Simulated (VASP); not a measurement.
# NbP (I4_1/amd) in VASP: notebook, part 2 of 2

VASP 6.6.1.

**3. Single point, PBE**

Contents of INCAR:

```
SYSTEM = NbP
  PREC = Accurate
  ENCUT = 520
  EDIFF = 1E-6
  ISMEAR = 0
  SIGMA = 0.1
  LREAL = .False.
  LASPH = .True.
  NELM = 100
  ALGO = Normal
  ISIF = 2
  LWAVE = .False.
  LCHARG = .False.
  GGA = PE
  NBANDS = 26
```

Contents of KPOINTS:

```
Automatic mesh
0
Gamma
  6 6 6
  0 0 0
```

Contents of POSCAR:

```
NbP
1.0
   -1.6625000000      1.6625000000      5.6900000000
    1.6625000000     -1.6625000000      5.6900000000
    1.6625000000      1.6625000000     -5.6900000000
Nb P
2 2
Direct
    0.0000000000      0.0000000000      0.0000000000
    0.7500000000      0.2500000000      0.5000000000
    0.5000000000      0.5000000000      0.0000000000
    0.2500000000      0.7500000000      0.5000000000
```

Potentials or basis: VASP PAW PBE potentials, release 64 (Nb_sv, P).

Run with:

```sh
$ cat potpaw_PBE.64/Nb_sv/POTCAR potpaw_PBE.64/P/POTCAR > POTCAR
$ mpirun -np 1 vasp_std > vasp.out
```

OUTCAR:

```text
SYSTEM = NbP
   PREC = Accurate
   ENCUT = 520
   EDIFF = 1E-6
   ISMEAR = 0
   LREAL = .False.
   LASPH = .True.
   NELM = 100
   ISIF = 2
   GGA = PE

 ion  position               nearest neighbor table
   1  0.000  0.000  0.000-   3 2.35   3 2.35   3 2.35   3 2.35
   2  0.750  0.250  0.500-   4 2.35   4 2.35   4 2.35   4 2.35
   3  0.500  0.500  0.000-   1 2.35   1 2.35   1 2.35   1 2.35
   4  0.250  0.750  0.500-   2 2.35   2 2.35   2 2.35   2 2.35

  LATTYP: Found a body centered tetragonal cell.
 ALAT       =     3.3250000000
 C/A-ratio  =     3.4225563910

  Lattice vectors:

 A1 = (  -1.6625000000,   1.6625000000,   5.6900000000)
 A2 = (   1.6625000000,  -1.6625000000,   5.6900000000)
 A3 = (   1.6625000000,   1.6625000000,  -5.6900000000)

Analysis of symmetry for initial positions (statically):
=====================================================================
 Subroutine PRICEL returns:
 Original cell was already a primitive cell.

 Routine SETGRP: Setting up the symmetry group for a
 body centered tetragonal supercell.

 Subroutine GETGRP returns: Found 16 space group operations
 (whereof  8 operations were pure point group operations)
 out of a pool of 16 trial point group operations.

The static configuration has the point symmetry D_2d.
 The point group associated with its full space group is D_4h.

Analysis of symmetry for dynamics (positions and initial velocities):
=====================================================================
 Subroutine PRICEL returns:
 Original cell was already a primitive cell.

 Routine SETGRP: Setting up the symmetry group for a
 body centered tetragonal supercell.

 Subroutine GETGRP returns: Found 16 space group operations
 (whereof  8 operations were pure point group operations)
 out of a pool of 16 trial point group operations.

The dynamic configuration has the point symmetry D_2d.
 The point group associated with its full space group is D_4h.

[... 116 lines left out ...]
   EFERMI =   0.00;   METHOD = LEGACY
   ISMEAR =     0;   SIGMA  =   0.10  broadening in eV -4-tet -1-fermi 0-gaus
   EFERMI_NEDOS =   21; number of points for ismear=-14 and -15
   IALGO  =     38    algorithm
   IMIX   =      4    mixing-type and parameters
     AMIX     =   0.40;   BMIX     =  1.00
     AMIX_MAG =   1.60;   BMIX_MAG =  1.00
  volume/ion in A,a.u.               =      15.73       106.13
  Fermi-wavevector in a.u.,A,eV,Ry     =   1.359181  2.568479 25.135018  1.847372
  Thomas-Fermi vector in A             =   2.485950
   LORBIT       =      0    0 simple, 1 ext, 2 COOP (PROOUT), +10 PAW based schemes
   GGA     = PE    functional components
   LHFCALC =     F    Hartree Fock is set to
   AEXX    =    0.0000 exact exchange contribution
   IVDW    =     0    specifies the selected vdW correction
   LEPSILON=     F    determine dielectric tensor
   LRPA    =     F    only Hartree local field effects (RPA)
 non-spin polarized calculation
 Gauss-broadening in eV      SIGMA  =   0.10
  energy-cutoff  :      520.00
  volume of cell :       62.91
 maximum number of plane-waves:      1712
 NGX is ok and might be reduce to    48
   NGX = 23   NGY = 23   NGZ = 23

 number of electron      36.0000000 magnetization

 Free energy of the ion-electron system (eV)
  ---------------------------------------------------
  ext. energy  EPLUGINS =         0.00000000
  ---------------------------------------------------
  free energy    TOTEN  =       -32.14864310 eV

  energy without entropy =      -32.13803891  energy(sigma->0) =      -32.14334100

 E-fermi :  11.1497     XC(G=0): -12.0611

 val. band max:       11.1345033623   @ k =  -0.3333   0.3333   0.1667
 cond. band min:      11.1870050003   @ k =  -0.1667  -0.3333   0.1667
 fundamental gap:      0.0525016380
 Fermi energy:        11.1497093359

 k-point     1 :       0.0000    0.0000    0.0000
  band No.  band energies     occupation
      1     -43.7636      2.00000
      2     -43.7246      2.00000
      3     -19.9334      2.00000
      4     -19.9334      2.00000
      5     -19.9129      2.00000
      6     -19.9129      2.00000
[... 685 lines left out ...]
     25      14.3581      0.00000
     26      15.1362      0.00000

 [... further k-points ...]
[... 5 lines left out ...]
  --------------------------------------------------------------------------------------
  -------------------------------------------------------------------------------------
  Total       13.0371326     13.0371326     -4.0286776      0.0000000     -0.0000000      0.0000000
  in kB      332.0451186    332.0451186   -102.6071266      0.0000000     -0.0000000      0.0000000
  external PRESSURE =     187.1610369 kB  Pullay stress =       0.0000000 kB

 VOLUME and BASIS-vectors are now :
 -----------------------------------------------------------------------------
  energy-cutoff  :      520.00
  volume of cell :       62.91
      direct lattice vectors                 reciprocal lattice vectors
    -1.662500000  1.662500000  5.690000000     0.000000000  0.300751880  0.087873462
     1.662500000 -1.662500000  5.690000000     0.300751880  0.000000000  0.087873462
     1.662500000  1.662500000 -5.690000000     0.300751880  0.300751880  0.000000000

 POSITION                                       TOTAL-FORCE (eV/Angst)
 -----------------------------------------------------------------------------------
      0.00000      0.00000      0.00000         0.000000     -0.000000     -0.000000
     -0.00000      1.66250      2.84500        -0.000000      0.000000      0.000000
      0.00000      0.00000      5.69000         0.000000      0.000000     -0.000000
      1.66250     -0.00000      2.84500        -0.000000     -0.000000     -0.000000
 -----------------------------------------------------------------------------------
    total drift:                                0.000000     -0.000000      0.000000

  FREE ENERGIE OF THE ION-ELECTRON SYSTEM (eV)
  ---------------------------------------------------
  free  energy   TOTEN  =       -32.1486430962 eV

  energy  without entropy=      -32.1380389051  energy(sigma->0) =      -32.14334100
```

OSZICAR:

```text
N       E                     dE             d eps       ncg     rms          rms(c)
DAV:   1     0.349885749049E+03    0.34989E+03   -0.18930E+04  1560   0.138E+03
DAV:   2    -0.754149651159E+01   -0.35743E+03   -0.34576E+03  1890   0.495E+02
DAV:   3    -0.325909575062E+02   -0.25049E+02   -0.24508E+02  2824   0.104E+02
DAV:   4    -0.340029445360E+02   -0.14120E+01   -0.13981E+01  2294   0.193E+01
DAV:   5    -0.340582359381E+02   -0.55291E-01   -0.55196E-01  2660   0.421E+00    0.143E+01
DAV:   6    -0.322093613878E+02    0.18489E+01   -0.72224E+00  2302   0.184E+01    0.568E+00
DAV:   7    -0.321619012412E+02    0.47460E-01   -0.56085E-01  2284   0.429E+00    0.353E+00
DAV:   8    -0.321479244877E+02    0.13977E-01   -0.97952E-02  2520   0.196E+00    0.434E-01
DAV:   9    -0.321483610205E+02   -0.43653E-03   -0.71637E-03  2438   0.520E-01    0.295E-01
DAV:  10    -0.321486738679E+02   -0.31285E-03   -0.16748E-03  1830   0.393E-01    0.661E-02
DAV:  11    -0.321486456011E+02    0.28267E-04   -0.10077E-04  2340   0.940E-02    0.204E-02
DAV:  12    -0.321486441884E+02    0.14127E-05   -0.68397E-06  2126   0.248E-02    0.782E-03
DAV:  13    -0.321486431435E+02    0.10449E-05   -0.79883E-07  1084   0.748E-03    0.265E-03
DAV:  14    -0.321486430962E+02    0.47363E-07   -0.19387E-07   972   0.602E-03
   1 F= -.32148643E+02 E0= -.32143341E+02  d E =-.106042E-01
```

Wall time 92 s (1 thread of Intel Xeon Platinum 8259CL at 2.50GHz (Skylake/Cascade Lake), shared host); peak memory 0.33 GiB.

Results:

* Free energy: -32.1486 eV
* Pressure: 18.7 GPa
* Band gap on the k mesh: zero (band 18 reaches 11.84 eV, above the bottom of band 19 at 10.57 eV)

Stress tensor (GPa, compression positive):
```
 33.20   0.00   0.00
  0.00  33.20   0.00
  0.00   0.00 -10.26
```

Levels at points of the mesh, in eV from the Fermi level:
```
           k point  band 14  band 15  band 16  band 17  band 18  band 19  band 20  band 21  band 22  band 23
(0.00, 0.00, 0.00)    -1.63    -0.86    -0.86    -0.67    -0.67    -0.58    -0.12     1.12     1.26     1.26
(0.50, 0.00, 0.00)    -4.81    -4.37    -2.80    -0.40     0.69     2.06     2.08     2.32     2.84     3.25
(0.50, 0.50, 0.00)    -3.45    -2.47    -2.47    -1.83    -1.83     1.12     1.12     1.95     1.95     2.94
(0.50, 0.50, 0.50)    -3.22    -0.88    -0.88    -0.54    -0.54    -0.35    -0.35     0.42     0.42     2.48
```

Caveat: the k points lie up to 0.45 Å⁻¹ apart.

**4. Single point, PBE+D4**

Contents of INCAR:

```
SYSTEM = NbP
PREC = Accurate
ENCUT = 520
EDIFF = 1E-7
ISMEAR = 0
SIGMA = 0.1
LREAL = .False.
LASPH = .True.
NELM = 100
ALGO = Normal
ISIF = 2
LWAVE = .False.
LCHARG = .True.
GGA = PE
IVDW = 13
LELF = .True.
LVHAR = .True.
NBANDS = 26
```

Contents of KPOINTS:

```
regular mesh
0
Gamma
  6 6 6
  0 0 0
```

POSCAR is that of step 3.

Run with:

```sh
$ cat potpaw_PBE.64/Nb_sv/POTCAR potpaw_PBE.64/P/POTCAR > POTCAR
$ mpirun -np 1 vasp_std > vasp.out
```

Wall time 1.7 min (1 thread of Intel Xeon Platinum 8259CL at 2.50GHz (Skylake/Cascade Lake), shared host); peak memory 0.33 GiB.

The run converged. Its results:

```
Free energy                : -33.8677 eV
Pressure                   : 14.7 GPa
Band gap on the k mesh     : zero (band 18 reaches 11.84 eV, above the bottom of band 19 at 10.57 eV)
Dispersion energy per atom : -0.430 eV
```

Stress tensor (GPa, compression positive):
```
 29.02   0.00   0.00
  0.00  29.02   0.00
  0.00   0.00 -14.01
```

Levels at points of the mesh, in eV from the Fermi level:
| k point | band 15 | band 16 | band 17 | band 18 | band 19 | band 20 | band 21 | band 22 |
| --- | --- | --- | --- | --- | --- | --- | --- | --- |
| (0.00, 0.00, 0.00) | -0.86 | -0.86 | -0.67 | -0.67 | -0.58 | -0.12 | 1.12 | 1.26 |
| (0.50, 0.00, 0.00) | -4.37 | -2.80 | -0.40 | 0.69 | 2.06 | 2.08 | 2.32 | 2.84 |
| (0.50, 0.50, 0.00) | -2.47 | -2.47 | -1.83 | -1.83 | 1.12 | 1.12 | 1.95 | 1.95 |
| (0.50, 0.50, 0.50) | -0.88 | -0.88 | -0.54 | -0.54 | -0.35 | -0.35 | 0.42 | 0.42 |

Caveat: the k points lie up to 0.45 Å⁻¹ apart; pairwise dispersion overbinds metals, which lowers pressure and volume.

**5. Overview**

| level | gap on the mesh (eV) | pressure (GPa) |
| --- | --- | --- |
| PBEsol | none | 13.4 |
| PBE | none | 18.7 |
| PBE+D4 | none | 14.7 |

Alike in all rows: task single point; potentials or basis VASP PAW PBE potentials, release 64 (Nb_sv, P); no spin polarisation; cell as given; k mesh 6 × 6 × 6; cutoff (eV) 520; smearing gaussian 0.1 eV.

Caveats: all runs use coarse meshes; the PAW data sets were made with another functional, which shifts forces and pressure a little (some runs); pairwise dispersion overbinds metals, which lowers pressure and volume (some runs).

Absolute energies hang on the potentials; compare differences alone.
